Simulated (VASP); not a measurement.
# SbTePd (P2_13) in VASP: further runs, part 2 of 2

VASP 6.6.1.

**3. Electric field gradients, PBEsol**

The input, INCAR:

```
SYSTEM = SbTePd
ALGO = Normal
EDIFF = 1E-8
ENCUT = 520
GGA = PS
ISIF = 2
ISMEAR = -1
LASPH = .TRUE.
LCHARG = .FALSE.
LEFG = .TRUE.
LREAL = .FALSE.
LWAVE = .FALSE.
NBANDS = 54
NELM = 100
PREC = Accurate
SIGMA = 0.05
```

The input, KPOINTS:

```
k-points
0
G
  5 5 5
  0 0 0
```

The input, POSCAR:

```
SbTePd
1.0
    6.5362000000      0.0000000000      0.0000000000
    0.0000000000      6.5362000000      0.0000000000
    0.0000000000      0.0000000000      6.5362000000
Sb Te Pd
4 4 4
Direct
    0.6270900000      0.6270900000      0.6270900000
    0.8729100000      0.3729100000      0.1270900000
    0.1270900000      0.8729100000      0.3729100000
    0.3729100000      0.1270900000      0.8729100000
    0.3727800000      0.3727800000      0.3727800000
    0.1272200000      0.6272200000      0.8727800000
    0.8727800000      0.1272200000      0.6272200000
    0.6272200000      0.8727800000      0.1272200000
    0.9980200000      0.9980200000      0.9980200000
    0.5019800000      0.0019800000      0.4980200000
    0.4980200000      0.5019800000      0.0019800000
    0.0019800000      0.4980200000      0.5019800000
```

Potentials or basis: VASP PAW PBE potentials, release 64 (Sb, Te, Pd).

Launch:

```sh
$ cat potpaw_PBE.64/Sb/POTCAR potpaw_PBE.64/Te/POTCAR potpaw_PBE.64/Pd/POTCAR > POTCAR
$ mpirun -np 1 vasp_std > vasp.out
```

OUTCAR:

```text
SYSTEM = SbTePd
   EDIFF = 1E-8
   ENCUT = 520
   GGA = PS
   ISIF = 2
   ISMEAR = -1
   LASPH = .TRUE.
   LREAL = .FALSE.
   NELM = 100
   PREC = Accurate

 ion  position               nearest neighbor table
   1  0.627  0.627  0.627-  10 2.72  11 2.72  12 2.72   5 2.88   6 3.64   7 3.64   8 3.64   7 3.64
                             8 3.64   6 3.64
   2  0.873  0.373  0.127-   9 2.72  11 2.72  12 2.72   6 2.88   5 3.64   7 3.64   8 3.64   7 3.64
                             8 3.64   5 3.64
   3  0.127  0.873  0.373-   9 2.72  10 2.72  12 2.72   7 2.88   6 3.64   5 3.64   8 3.64   8 3.64
                             6 3.64   5 3.64
   4  0.373  0.127  0.873-   9 2.72  10 2.72  11 2.72   8 2.88   6 3.64   7 3.64   5 3.64   6 3.64
                             5 3.64   7 3.64
   5  0.373  0.373  0.373-  10 2.69  11 2.69  12 2.69   1 2.88   2 3.64   3 3.64   4 3.64   3 3.64
                             4 3.64   2 3.64
   6  0.127  0.627  0.873-   9 2.69  11 2.69  12 2.69   2 2.88   1 3.64   3 3.64   4 3.64   3 3.64
                             4 3.64   1 3.64
   7  0.873  0.127  0.627-   9 2.69  10 2.69  12 2.69   3 2.88   2 3.64   1 3.64   4 3.64   4 3.64
                             2 3.64   1 3.64
   8  0.627  0.873  0.127-   9 2.69  10 2.69  11 2.69   4 2.88   2 3.64   3 3.64   1 3.64   2 3.64
                             1 3.64   3 3.64
   9  0.998  0.998  0.998-   6 2.69   7 2.69   8 2.69   2 2.72   3 2.72   4 2.72
  10  0.502  0.002  0.498-   5 2.69   7 2.69   8 2.69   1 2.72   3 2.72   4 2.72
  11  0.498  0.502  0.002-   5 2.69   6 2.69   8 2.69   1 2.72   2 2.72   4 2.72
  12  0.002  0.498  0.502-   5 2.69   6 2.69   7 2.69   1 2.72   2 2.72   3 2.72

  LATTYP: Found a simple cubic cell.
 ALAT       =     6.5362000000

  Lattice vectors:

 A1 = (   6.5362000000,   0.0000000000,   0.0000000000)
 A2 = (   0.0000000000,   6.5362000000,   0.0000000000)
 A3 = (   0.0000000000,   0.0000000000,   6.5362000000)

Analysis of symmetry for initial positions (statically):
=====================================================================
 Subroutine PRICEL returns:
 Original cell was already a primitive cell.

 Routine SETGRP: Setting up the symmetry group for a
 simple cubic supercell.

 Subroutine GETGRP returns: Found 12 space group operations
 (whereof  3 operations were pure point group operations)
 out of a pool of 48 trial point group operations.

The static configuration has the point symmetry C_3 .
 The point group associated with its full space group is T   .

Analysis of symmetry for dynamics (positions and initial velocities):
=====================================================================
 Subroutine PRICEL returns:
 Original cell was already a primitive cell.

 Routine SETGRP: Setting up the symmetry group for a
 simple cubic supercell.

 Subroutine GETGRP returns: Found 12 space group operations
 (whereof  3 operations were pure point group operations)
 out of a pool of 48 trial point group operations.

The dynamic configuration has the point symmetry C_3 .
 The point group associated with its full space group is T   .

 Subroutine INISYM returns: Found 12 space group operations
 (whereof  3 operations are pure point group operations),
 and found     1 'primitive' translations

[... 159 lines left out ...]
      3      -3.1694      2.00000
      4      -3.1694      2.00000
      5      -0.8263      2.00000
      6      -0.8263      2.00000
[... 616 lines left out ...]
     53      13.1003      0.00000
     54      13.3968      0.00000

------------------------ aborting loop because EDIFF is reached ----------------------------------------

  FORCE on cell =-STRESS in cart. coord.  units (eV):
  Direction    XX          YY          ZZ          XY          YZ          ZX
  --------------------------------------------------------------------------------------
  -------------------------------------------------------------------------------------
  Total       -0.4264538     -0.4264538     -0.4264538     -0.0000000     -0.0000000     -0.0000000
  in kB       -2.4468457     -2.4468457     -2.4468457     -0.0000000     -0.0000000     -0.0000000
  external PRESSURE =      -2.4468457 kB  Pullay stress =       0.0000000 kB

 VOLUME and BASIS-vectors are now :
 -----------------------------------------------------------------------------
  energy-cutoff  :      520.00
  volume of cell :      279.24
      direct lattice vectors                 reciprocal lattice vectors
     6.536200000  0.000000000  0.000000000     0.152994094  0.000000000  0.000000000
     0.000000000  6.536200000  0.000000000     0.000000000  0.152994094  0.000000000
     0.000000000  0.000000000  6.536200000     0.000000000  0.000000000  0.152994094

 POSITION                                       TOTAL-FORCE (eV/Angst)
 -----------------------------------------------------------------------------------
      4.09879      4.09879      4.09879         0.099811      0.099811      0.099811
      5.70551      2.43741      0.83069        -0.099811     -0.099811      0.099811
      0.83069      5.70551      2.43741         0.099811     -0.099811     -0.099811
      2.43741      0.83069      5.70551        -0.099811      0.099811     -0.099811
      2.43656      2.43656      2.43656         0.012212      0.012212      0.012212
      0.83154      4.09964      5.70466        -0.012212     -0.012212      0.012212
      5.70466      0.83154      4.09964         0.012212     -0.012212     -0.012212
      4.09964      5.70466      0.83154        -0.012212      0.012212     -0.012212
      6.52326      6.52326      6.52326         0.238670      0.238670      0.238670
      3.28104      0.01294      3.25516        -0.238670     -0.238670      0.238670
      3.25516      3.28104      0.01294         0.238670     -0.238670     -0.238670
      0.01294      3.25516      3.28104        -0.238670      0.238670     -0.238670
 -----------------------------------------------------------------------------------
    total drift:                                0.000000     -0.000000      0.000000

  FREE ENERGIE OF THE ION-ELECTRON SYSTEM (eV)
  ---------------------------------------------------
  free  energy   TOTEN  =       -60.9940519188 eV

  energy  without entropy=      -60.9544474624  energy(sigma->0) =      -60.97424969

 Electric field gradients (V/A^2)
---------------------------------------------------------------------
 ion       V_xx      V_yy      V_zz      V_xy      V_xz      V_yz
---------------------------------------------------------------------
   1       0.000     0.000    -0.000    89.304    89.304    89.304
   2       0.000     0.000    -0.000    89.304   -89.304   -89.304
   3       0.000     0.000     0.000   -89.304   -89.304    89.304
   4       0.000     0.000    -0.000   -89.304    89.304   -89.304
   5       0.000    -0.000     0.000    28.937    28.937    28.937
   6      -0.000    -0.000     0.000    28.937   -28.937   -28.937
   7      -0.000    -0.000     0.000   -28.937   -28.937    28.937
   8      -0.000    -0.000     0.000   -28.937    28.937   -28.937
   9       0.000     0.000    -0.000    -1.416    -1.416    -1.416
  10      -0.000     0.000    -0.000    -1.416     1.416     1.416
  11      -0.000     0.000    -0.000     1.416     1.416    -1.416
  12      -0.000     0.000    -0.000     1.416    -1.416     1.416
---------------------------------------------------------------------

 Electric field gradients after diagonalization (V/A^2)
 (convention: |V_zz| > |V_xx| > |V_yy|)
----------------------------------------------------------------------
 ion       V_xx      V_yy      V_zz     asymmetry (V_yy - V_xx)/ V_zz
----------------------------------------------------------------------
   1     -89.304   -89.304   178.608       0.000
   2     -89.304   -89.304   178.608       0.000
   3     -89.304   -89.304   178.608       0.000
   4     -89.304   -89.304   178.608       0.000
   5     -28.937   -28.937    57.873       0.000
   6     -28.937   -28.937    57.873       0.000
   7     -28.937   -28.937    57.873       0.000
   8     -28.937   -28.937    57.873       0.000
   9       1.416     1.416    -2.833       0.000
  10       1.416     1.416    -2.833       0.000
  11       1.416     1.416    -2.833       0.000
  12       1.416     1.416    -2.833       0.000
----------------------------------------------------------------------

           NMR quadrupolar parameters

 Cq : quadrupolar parameter    Cq=e*Q*V_zz/h
 eta: asymmetry parameters     (V_yy - V_xx)/ V_zz
 Q  : nuclear electric quadrupole moment in mb (millibarn)
----------------------------------------------------------------------
 ion       Cq(MHz)       eta       Q (mb)
----------------------------------------------------------------------
   1       0.432       0.000       1.000
   2       0.432       0.000       1.000
   3       0.432       0.000       1.000
   4       0.432       0.000       1.000
   5       0.140       0.000       1.000
   6       0.140       0.000       1.000
   7       0.140       0.000       1.000
   8       0.140       0.000       1.000
   9      -0.007       0.000       1.000
  10      -0.007       0.000       1.000
  11      -0.007       0.000       1.000
  12      -0.007       0.000       1.000
----------------------------------------------------------------------
```

It took 14 min on 1 thread of Intel Xeon 8259CL, shared host; peak memory 0.43 GiB.

What came out:

| Property | Result |
| --- | --- |
| Free energy | -60.9941 eV |
| Pressure | -0.2 GPa |
| Largest force | 0.413 eV/Å |
| Band gap on the k mesh | zero (bands 42 and 43 overlap by 1.21 eV) |
| Largest electric field gradient by atom | Sb +178.6; Te +57.9; Pd -2.8 V/Å² |

Forces on the atoms (eV/Å):
```
Sb   0.100  0.100  0.100
Sb  -0.100 -0.100  0.100
Sb   0.100 -0.100 -0.100
Sb  -0.100  0.100 -0.100
Te   0.012  0.012  0.012
Te  -0.012 -0.012  0.012
Te   0.012 -0.012 -0.012
Te  -0.012  0.012 -0.012
Pd   0.239  0.239  0.239
Pd  -0.239 -0.239  0.239
Pd   0.239 -0.239 -0.239
Pd  -0.239  0.239 -0.239
```

Electric field gradients, principal values (V/Å²):
```
 atom    least   middle  greatest (by size)
 1 Sb  -89.304  -89.304             178.608
 2 Sb  -89.304  -89.304             178.608
 3 Sb  -89.304  -89.304             178.608
 4 Sb  -89.304  -89.304             178.608
 5 Te  -28.937  -28.937              57.873
 6 Te  -28.937  -28.937              57.873
 7 Te  -28.937  -28.937              57.873
 8 Te  -28.937  -28.937              57.873
 9 Pd    1.416    1.416              -2.833
10 Pd    1.416    1.416              -2.833
11 Pd    1.416    1.416              -2.833
12 Pd    1.416    1.416              -2.833
```

Caveat: without QUAD_EFG the Cq values of the log hold for a quadrupole moment of 1 mb, not for the nuclei; the PAW data sets were made with another functional, which shifts forces and pressure a little; spin-orbit coupling is left out, which moves the levels of the heavy elements.
